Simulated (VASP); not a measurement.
A run of VASP 6.6.1 is set up as follows.

File INCAR:

```
PREC = Accurate ; ENCUT = 520
EDIFF = 1E-6 ; ISMEAR = 0
SIGMA = 0.05 ; LREAL = False
LASPH = True ; NELM = 80
ALGO = Normal ; ISIF = 2
LWAVE = False ; LCHARG = True
GGA = PE ; LELF = True
LVHAR = True ; NBANDS = 64
```

File KPOINTS:

```
Automatic mesh
0
Gamma
  6 8 3
```

Contents of POSCAR:

```
SnO2
1.0
    0.0000000000     -4.8277049970      0.0000000000
    0.0000000000      0.0000000000     -3.2379909379
   11.1554099939      0.0000000000      0.0000000000
Sn O
4 8
Direct
    1.0000000000      0.0000000000      0.6073034004
    1.0000000000      0.0000000000      0.1745353534
    0.5000000000      0.5000000000      0.8236874239
    0.5000000000      0.5000000000      0.3909193769
    0.6933949136      0.0000000000      0.7399922849
    0.6933949136      0.0000000000      0.3072242378
    0.1933949136      0.5000000000      0.6909985395
    0.1933949136      0.5000000000      0.2582304924
    0.3066050864      0.0000000000      0.0418464689
    0.3066050864      0.0000000000      0.4746145160
    0.8066050864      0.5000000000      0.0908402143
    0.8066050864      0.5000000000      0.5236082613
```

Potentials or basis: VASP PAW PBE potentials, release 64 (Sn_d, O).

Launch:

```sh
$ cat potpaw_PBE.64/Sn_d/POTCAR potpaw_PBE.64/O/POTCAR > POTCAR
$ mpirun -np 1 vasp_std > vasp.out
```

What does it give for the largest force?

1.709 eV/Å.

Predict the band gap on the k mesh.

zero (bands 52 and 53 overlap by 0.08 eV).

Predict the pressure.

0.1 GPa.

Forces in eV/Å, atoms in the order of the input:
```
Sn  -1.392 -0.104  0.000
Sn  -1.023  0.152  0.000
Sn   1.664  0.391  0.000
Sn  -1.127  0.155  0.000
O    0.545 -0.067  0.000
O    0.491  0.146  0.000
O    0.568  0.016  0.000
O    0.807 -0.423  0.000
O   -1.141 -0.224  0.000
O    0.634  0.231  0.000
O   -0.527 -0.163  0.000
O    0.503 -0.110  0.000
```

Caveat: the cell differs from its parent crystal (the distance across one plane changed); semilocal functionals underestimate gaps, so a narrow gap can read as zero; spin-orbit coupling is left out, which moves the levels of the heavy elements; forces of over 1 eV/Å act on the atoms, so gaps and moduli don't describe the material at rest.
